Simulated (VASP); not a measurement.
# BaTe (Fm-3m) in VASP: further runs, part 2 of 2

VASP 6.6.1. Earlier steps stand in the parts before.

## (3) Single point, PBE

This run uses another cell than the first one, of 42.03 Å³/atom.

Input file INCAR:

```
SYSTEM = BaTe
PREC = Accurate
ENCUT = 500
EDIFF = 1E-6
ISMEAR = 0
SIGMA = 0.01
LREAL = .FALSE.
LASPH = .TRUE.
NELM = 120
ALGO = Normal
ISIF = 2
LWAVE = .FALSE.
LCHARG = .FALSE.
GGA = PE
NBANDS = 15
GGA_COMPAT = .FALSE.
```

Input file KPOINTS:

```
Automatic mesh
0
G
  4 4 4
  0 0 0
```

Input file POSCAR:

```
BaTe
1.0
    0.0000000000      3.4768797245      3.4768797245
    3.4768797245      0.0000000000      3.4768797245
    3.4768797245      3.4768797245      0.0000000000
Ba Te
1 1
Direct
    0.0000000000      0.0000000000      0.0000000000
    0.5000000000      0.5000000000      0.5000000000
```

Potentials or basis: VASP PAW PBE potentials, release 64 (Ba_sv, Te).

On the command line:

```
> cat potpaw_PBE.64/Ba_sv/POTCAR potpaw_PBE.64/Te/POTCAR > POTCAR
> mpirun -np 1 vasp_std > vasp.out
```

OUTCAR:

```text
SYSTEM = BaTe
   PREC = Accurate
   ENCUT = 500
   EDIFF = 1E-6
   ISMEAR = 0
   LREAL = .FALSE.
   LASPH = .TRUE.
   NELM = 120
   ISIF = 2
   GGA = PE

 ion  position               nearest neighbor table
   1  0.000  0.000  0.000-   2 3.48   2 3.48   2 3.48   2 3.48   2 3.48   2 3.48
   2  0.500  0.500  0.500-   1 3.48   1 3.48   1 3.48   1 3.48   1 3.48   1 3.48

  LATTYP: Found a face centered cubic cell.
 ALAT       =     6.9537594490

  Lattice vectors:

 A1 = (   0.0000000000,   3.4768797245,   3.4768797245)
 A2 = (   3.4768797245,   0.0000000000,   3.4768797245)
 A3 = (   3.4768797245,   3.4768797245,   0.0000000000)

Analysis of symmetry for initial positions (statically):
=====================================================================
 Subroutine PRICEL returns:
 Original cell was already a primitive cell.

 Routine SETGRP: Setting up the symmetry group for a
 face centered cubic supercell.

 Subroutine GETGRP returns: Found 48 space group operations
 (whereof 48 operations were pure point group operations)
 out of a pool of 48 trial point group operations.

The static configuration has the point symmetry O_h .

Analysis of symmetry for dynamics (positions and initial velocities):
=====================================================================
 Subroutine PRICEL returns:
 Original cell was already a primitive cell.

 Routine SETGRP: Setting up the symmetry group for a
 face centered cubic supercell.

 Subroutine GETGRP returns: Found 48 space group operations
 (whereof 48 operations were pure point group operations)
 out of a pool of 48 trial point group operations.

The dynamic configuration has the point symmetry O_h .

 Subroutine INISYM returns: Found 48 space group operations
 (whereof 48 operations are pure point group operations),
 and found     1 'primitive' translations

----------------------------------------------------------------------------------------

                                     Primitive cell

  volume of cell :      84.0619

  direct lattice vectors                    reciprocal lattice vectors
     0.000000000  3.476879724  3.476879724    -0.143807103  0.143807103  0.143807103
     3.476879724  0.000000000  3.476879724     0.143807103 -0.143807103  0.143807103
     3.476879724  3.476879724  0.000000000     0.143807103  0.143807103 -0.143807103

  length of vectors
     4.917050461  4.917050461  4.917050461     0.249081209  0.249081209  0.249081209

  position of ions in fractional coordinates (direct lattice)
     0.000000000  0.000000000  0.000000000
     0.500000000  0.500000000  0.500000000

  ion indices of the primitive-cell ions
   primitive index   ion index
                 1           1
                 2           2

----------------------------------------------------------------------------------------

 KPOINTS: Automatic mesh

Automatic generation of k-mesh.
 Grid dimensions read from file:
 generate k-points for:    4    4    4

 Generating k-lattice:

  Cartesian coordinates                     Fractional coordinates (reciprocal lattice)
    -0.035951776  0.035951776  0.035951776     0.250000000  0.000000000  0.000000000
[... 24 lines left out ...]
   k-points           NKPTS =      8   k-points in BZ     NKDIM =      8   number of bands    NBANDS=     15
   number of dos      NEDOS =    301   number of ions     NIONS =      2
   total plane-waves  NPLWV =  46656
   dimension x,y,z NGX =    36 NGY =   36 NGZ =   36
   dimension x,y,z NGXF=    72 NGYF=   72 NGZF=   72
   ions per type =               1   1
   NGX,Y,Z   is equivalent  to a cutoff of  12.17, 12.17, 12.17 a.u.
   NGXF,Y,Z  is equivalent  to a cutoff of  24.34, 24.34, 24.34 a.u.
 SYSTEM =  BaTe
   PREC   = accura    normal or accurate (medium, high low for compatibility)
   ISTART =      0    job   : 0-new  1-cont  2-samecut
   ICHARG =      2    charge: 1-file 2-atom 10-const
   ISPIN  =      1    spin polarized calculation?
   LNONCOLLINEAR =      F non collinear calculations
   LSORBIT =      F    spin-orbit coupling
   LASPH  =      T    aspherical Exc in radial PAW
   ENCUT  =  500.0 eV  36.75 Ry    6.06 a.u.   8.96  8.96  8.96*2*pi/ulx,y,z
   NELM   =    120;   NELMIN=  2; NELMDL= -5     # of ELM steps
   EDIFF  = 0.1E-05   stopping-criterion for ELM
   LREAL  =      F    real-space projection
   EDIFFG = 0.1E-04   stopping-criterion for IOM
   NSW    =      0    number of steps for IOM
   IBRION =     -1    ionic relax: 0-MD 1-quasi-New 2-CG
   NFREE  =      0    steps in history (QN), initial steepest desc. (CG)
   ISIF   =      2    stress and relaxation
   ISYM   =      2    0-nonsym 1-usesym 2-fastsym
   POTIM  = 0.5000    time-step for ionic-motion
   TEBEG  =    0.0;   TEEND  =   0.0 temperature during run
   PSTRESS=    0.0 pullay stress
   NELECT =      16.0000    total number of electrons
   NUPDOWN=      -1.0000    fix difference up-down
   EMIN   =  10.00;   EMAX   =-10.00  energy-range for DOS
   EFERMI =   0.00;   METHOD = LEGACY
   ISMEAR =     0;   SIGMA  =   0.01  broadening in eV -4-tet -1-fermi 0-gaus
   EFERMI_NEDOS =   21; number of points for ismear=-14 and -15
   IALGO  =     38    algorithm
   IMIX   =      4    mixing-type and parameters
     AMIX     =   0.40;   BMIX     =  1.00
     AMIX_MAG =   1.60;   BMIX_MAG =  1.00
  volume/ion in A,a.u.               =      42.03       283.64
  Fermi-wavevector in a.u.,A,eV,Ry     =   0.941706  1.779566 12.065775  0.886809
  Thomas-Fermi vector in A             =   2.069243
   LORBIT       =      0    0 simple, 1 ext, 2 COOP (PROOUT), +10 PAW based schemes
   GGA     = PE    functional components
   LHFCALC =     F    Hartree Fock is set to
   AEXX    =    0.0000 exact exchange contribution
   IVDW    =     0    specifies the selected vdW correction
   LEPSILON=     F    determine dielectric tensor
   LRPA    =     F    only Hartree local field effects (RPA)
 non-spin polarized calculation
 Gauss-broadening in eV      SIGMA  =   0.01
  energy-cutoff  :      500.00
  volume of cell :       84.06
 maximum number of plane-waves:      2148
   NGX = 17   NGY = 17   NGZ = 17

 number of electron      16.0000000 magnetization

 Free energy of the ion-electron system (eV)
  ---------------------------------------------------
  ext. energy  EPLUGINS =         0.00000000
  ---------------------------------------------------
  free energy    TOTEN  =        -8.59127731 eV

  energy without entropy =       -8.59127731  energy(sigma->0) =       -8.59127731

 E-fermi :   2.5307     XC(G=0):  -8.3231

 val. band max:        2.4130150116   @ k =   0.0000   0.0000   0.0000
 cond. band min:       3.8801210832   @ k =   0.5000   0.5000   0.0000
 fundamental gap:      1.4671060715
 Fermi energy:         2.5307415929

 k-point     1 :       0.0000    0.0000    0.0000
  band No.  band energies     occupation
      1     -24.5687      2.00000
      2      -9.7254      2.00000
      3      -9.7254      2.00000
      4      -9.7254      2.00000
      5      -7.1713      2.00000
      6       2.4130      2.00000
      7       2.4130      2.00000
      8       2.4130      2.00000
      9       5.3178      0.00000
     10       5.3178      0.00000
     11       5.3178      0.00000
     12       5.3982      0.00000
     13       5.9555      0.00000
     14       5.9555      0.00000
[... 113 lines left out ...]
      2      -9.8918      2.00000
      3      -9.8842      2.00000
      4      -9.8842      2.00000
      5      -6.7341      2.00000
      6       1.0926      2.00000
      7       1.4522      2.00000
      8       1.4522      2.00000
      9       5.9250      0.00000
     10       5.9250      0.00000
     11       7.2870      0.00000
     12       7.6178      0.00000
     13       8.2230      0.00000
     14      10.7048      0.00000
     15      10.7429      0.00000

------------------------ aborting loop because EDIFF is reached ----------------------------------------

  FORCE on cell =-STRESS in cart. coord.  units (eV):
  Direction    XX          YY          ZZ          XY          YZ          ZX
  --------------------------------------------------------------------------------------
  -------------------------------------------------------------------------------------
  Total        1.0134817      1.0134817      1.0134817      0.0000000      0.0000000      0.0000000
  in kB       19.3164584     19.3164584     19.3164584      0.0000000      0.0000000      0.0000000
  external PRESSURE =      19.3164584 kB  Pullay stress =       0.0000000 kB

 VOLUME and BASIS-vectors are now :
 -----------------------------------------------------------------------------
  energy-cutoff  :      500.00
  volume of cell :       84.06
      direct lattice vectors                 reciprocal lattice vectors
     0.000000000  3.476879724  3.476879724    -0.143807103  0.143807103  0.143807103
     3.476879724  0.000000000  3.476879724     0.143807103 -0.143807103  0.143807103
     3.476879724  3.476879724  0.000000000     0.143807103  0.143807103 -0.143807103

 POSITION                                       TOTAL-FORCE (eV/Angst)
 -----------------------------------------------------------------------------------
      0.00000      0.00000      0.00000        -0.000000      0.000000      0.000000
      3.47688      3.47688      3.47688         0.000000      0.000000     -0.000000
 -----------------------------------------------------------------------------------
    total drift:                                0.000000      0.000000      0.000000

  FREE ENERGIE OF THE ION-ELECTRON SYSTEM (eV)
  ---------------------------------------------------
  free  energy   TOTEN  =        -8.5912773105 eV

  energy  without entropy=       -8.5912773105  energy(sigma->0) =       -8.59127731
```

OSZICAR:

```text
N       E                     dE             d eps       ncg     rms          rms(c)
DAV:   1     0.834601365360E+02    0.83460E+02   -0.64560E+03   240   0.873E+02
DAV:   2    -0.387367699755E+01   -0.87334E+02   -0.79602E+02   317   0.160E+02
DAV:   3    -0.862531408783E+01   -0.47516E+01   -0.47127E+01   343   0.383E+01
DAV:   4    -0.868975134016E+01   -0.64437E-01   -0.64415E-01   291   0.463E+00
DAV:   5    -0.869094278378E+01   -0.11914E-02   -0.11914E-02   350   0.544E-01    0.381E+00
DAV:   6    -0.858294334597E+01    0.10800E+00   -0.12252E-01   289   0.176E+00    0.251E+00
DAV:   7    -0.858477403159E+01   -0.18307E-02   -0.10795E-01   296   0.185E+00    0.815E-01
DAV:   8    -0.859061527077E+01   -0.58412E-02   -0.13509E-02   261   0.767E-01    0.207E-01
DAV:   9    -0.859107053533E+01   -0.45526E-03   -0.67496E-04   324   0.169E-01    0.561E-02
DAV:  10    -0.859125708390E+01   -0.18655E-03   -0.21915E-04   268   0.980E-02    0.194E-02
DAV:  11    -0.859127863973E+01   -0.21556E-04   -0.45216E-05   311   0.375E-02    0.179E-02
DAV:  12    -0.859127707818E+01    0.15615E-05   -0.84771E-06   282   0.166E-02    0.802E-03
DAV:  13    -0.859127731048E+01   -0.23230E-06   -0.43783E-07   183   0.432E-03
   1 F= -.85912773E+01 E0= -.85912773E+01  d E =-.170254E-63
```

stdout:

```text
POSCAR found type information on POSCAR BaTe
 POSCAR found :  2 types and       2 ions
 scaLAPACK will be used
 LDA part: xc-table for (Slater+PW92), standard interpolation
 POSCAR, INCAR and KPOINTS ok, starting setup
 FFT: planning ... GRIDC
 FFT: planning ... GRID_SOFT
 FFT: planning ... GRID
 WAVECAR not read
 entering main loop
```

Run time: 16 s. Hardware: 1 thread of Intel Xeon Platinum 8488C (Sapphire Rapids), shared host; peak memory 0.2 GiB.

What came out:

- Free energy: -8.5913 eV
- Pressure: 1.9 GPa
- Band gap on the k mesh: 1.47 eV (least direct gap 1.85 eV)

Caveat: spin-orbit coupling is left out, which moves the levels of the heavy elements. A k mesh can miss the band edges.
